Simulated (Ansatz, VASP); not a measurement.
**Li2GaCuC6N6 in VASP and in Ansatz**

```
Li Ga Cu C N
1.0
     0.00000    5.41924    5.41924
     5.41924    0.00000    5.41924
     5.41924    5.41924    0.00000
Li Ga Cu C N
2 1 1 6 6
Direct
  0.25000 0.25000 0.25000
  0.75000 0.75000 0.75000
  0.50000 0.50000 0.50000
  0.00000 0.00000 0.00000
  0.79588 0.20412 0.20412
  0.20412 0.79588 0.20412
  0.20412 0.20412 0.79588
  0.20412 0.79588 0.79588
  0.79588 0.20412 0.79588
  0.79588 0.79588 0.20412
  0.68733 0.31267 0.31267
  0.31267 0.68733 0.31267
  0.31267 0.31267 0.68733
  0.31267 0.68733 0.68733
  0.68733 0.31267 0.68733
  0.68733 0.68733 0.31267
```

Alike in both runs: functional PBE; k mesh 4 × 4 × 4; occupations gaussian, width 0.1 eV; collinear spin.

Ansatz relaxed the structure, and its values are those at the end. VASP's run is a single point on that final structure, the one shown.

|  | VASP | Ansatz |
| --- | --- | --- |
| version | VASP 6.6.1 | Ansatz 0.2.0 |
| potentials or method | VASP PAW PBE potentials, release 64 (Li_sv, Ga_d, Cu, C, N), cutoff 520 eV | scalar-relativistic, plane waves, PAW |
| valence electrons in the cell | 84 | 92 |

Ansatz gave:

* gap on the k mesh at the Fermi level (eV): 0.21
* least direct gap on the mesh (eV): 0.23
* rms of the force components (eV/Å): 0.011
* net moment per atom (μB): 0.00

Task: What did VASP give for the same quantities?

Result: gap on the k mesh at the Fermi level (eV): 0.23; least direct gap on the mesh (eV): 0.25; rms of the force components (eV/Å): 0.165; net moment per atom (μB): 0.00.

One of these differences is far larger than is usual between the two programs; its cause wasn't traced. VASP's potentials hold 84 valence electrons a cell and Ansatz's 92, so a difference there can come from the potentials and not from the codes. Ansatz's warnings: seeded moment not kept.

Noted on VASP's run: the cutoff is short for stress, so the pressure is rough; the standard files for N, O and F lose accuracy on very short bonds.
